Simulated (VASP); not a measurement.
Input of a VASP 6.6.1 run:

INCAR

```
SYSTEM = Li6SnBr8
  PREC = Accurate
  ENCUT = 520
  EDIFF = 1E-6
  ISMEAR = 1
  SIGMA = 0.011
  LREAL = Auto
  LASPH = .TRUE.
  NELM = 60
  ALGO = Normal
  ISIF = 2
  LWAVE = .FALSE.
  LCHARG = .FALSE.
  GGA = PE
  NBANDS = 57
```

File KPOINTS:

```
regular mesh
0
G
  4 4 4
  0 0 0
```

Contents of POSCAR:

```
Li6SnBr8
1.0
    0.0000000000      5.5246180000      5.5246180000
    5.5246180000      0.0000000000      5.5246180000
    5.5246180000      5.5246180000      0.0000000000
Br Sn Li
8 1 6
Direct
    0.2500000000      0.2500000000      0.2500000000
    0.7500000000      0.7500000000      0.7500000000
    0.7550000000      0.2450000000      0.2450000000
    0.2450000000      0.7550000000      0.2450000000
    0.2450000000      0.7550000000      0.7550000000
    0.7550000000      0.2450000000      0.7550000000
    0.2450000000      0.2450000000      0.7550000000
    0.7550000000      0.7550000000      0.2450000000
    0.0000000000      0.0000000000      0.0000000000
    0.5000000000      0.0000000000      0.0000000000
    0.5000000000      0.0000000000      0.5000000000
    0.0000000000      0.5000000000      0.5000000000
    0.0000000000      0.5000000000      0.0000000000
    0.5000000000      0.5000000000      0.0000000000
    0.0000000000      0.0000000000      0.5000000000
```

Potentials or basis: VASP PAW PBE potentials, release 64 (Br, Sn_d, Li_sv).

Command:

```bash
$ cat potpaw_PBE.64/Br/POTCAR potpaw_PBE.64/Sn_d/POTCAR potpaw_PBE.64/Li_sv/POTCAR > POTCAR
$ mpirun -np 1 vasp_std > vasp.out
```

Question: Estimate the largest force.

Answer: 1.652 eV/Å.

Question: Predict the band gap on the k mesh.

Answer: 2.47 eV (least direct gap 2.76 eV).

Forces in eV/Å, atoms in the order of the input:
```
Br   0.000  0.000  0.000
Br   0.000  0.000  0.000
Br   1.652  0.000  0.000
Br   0.000  1.652  0.000
Br  -1.652  0.000  0.000
Br   0.000 -1.652  0.000
Br   0.000  0.000  1.652
Br   0.000  0.000 -1.652
Sn   0.000  0.000  0.000
Li   0.000  0.000  0.000
Li   0.000  0.000  0.000
Li   0.000  0.000  0.000
Li   0.000  0.000  0.000
Li   0.000  0.000  0.000
Li   0.000  0.000  0.000
```

Caveat: spin-orbit coupling is left out, which moves the levels of the heavy elements; forces of over 1 eV/Å act on the atoms, so gaps and moduli don't describe the material at rest. A k mesh can miss the band edges.
